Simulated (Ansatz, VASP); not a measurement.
# One calculation of Ge, two programs

```
Ge
1.0
     0.00000    2.89316    2.89316
     2.89316    0.00000    2.89316
     2.89316    2.89316    0.00000
Ge
2
Direct
  0.00000 0.00000 0.00000
  0.25000 0.25000 0.25000
```

Alike in both runs: task single point; functional r2SCAN; k mesh 12 × 12 × 12; occupations gaussian, width 0.02 eV; no spin polarisation.

|  | VASP | Ansatz |
| --- | --- | --- |
| version | VASP 6.6.1 | Ansatz 0.2.0 |
| potentials or method | VASP PAW PBE potentials, release 64 (Ge_d), cutoff 520 eV | scalar-relativistic, plane waves, PAW |
| valence electrons in the cell | 28 | 28 |

|  | VASP | Ansatz | Ansatz less VASP |
| --- | --- | --- | --- |
| gap on the k mesh at the Fermi level (eV) | none | none | - |
| pressure (GPa) | -3.5 | -3.6 | -0.03 |

VASP's potentials were made for PBE, not for r2SCAN. A gap of «none» marks a metal or a gap that the smearing closes.
